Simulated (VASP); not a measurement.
Here is a VASP 6.6.1 calculation.

INCAR

```
PREC = Accurate
ENCUT = 520
EDIFF = 1E-6
ISMEAR = 0
SIGMA = 0.1
LREAL = F
LASPH = T
NELM = 100
ALGO = Normal
ISIF = 2
LWAVE = F
LCHARG = F
GGA = PE
NBANDS = 13
```

KPOINTS

```
regular mesh
0
Gamma
  6 6 2
```

File POSCAR:

```
Al3H
1.0
    2.9167509300      0.0000000000      0.0000000000
   -1.4583754600      2.5259804000      0.0000000000
    0.0000000000      0.0000000000      9.1166311200
Al H
3 1
Direct
    0.0000000000      0.0000000000      0.0000000000
    0.6666666700      0.3333333300      0.7309134000
    0.6666666700      0.3333333300      0.2690866000
    0.0000000000      0.0000000000      0.5000000000
```

Potentials or basis: VASP PAW PBE potentials, release 64 (Al, H).

Command:

```sh
$ cat potpaw_PBE.64/Al/POTCAR potpaw_PBE.64/H/POTCAR > POTCAR
$ mpirun -np 1 vasp_std > vasp.out
```

Problem. Estimate the pressure.

Solution. -8.1 GPa.

Problem. What does it give for the largest force?

Solution. 0.599 eV/Å.

Problem. Estimate the band gap on the k mesh.

Solution. Zero (bands 5 and 6 overlap by 2.87 eV).

Stress tensor (GPa, compression positive):
```
 -6.95   0.00   0.00
  0.00  -6.95   0.00
  0.00   0.00 -10.37
```

Caveat: the k points lie up to 0.41 Å⁻¹ apart, too coarse for converged energies and pressures of a metal.
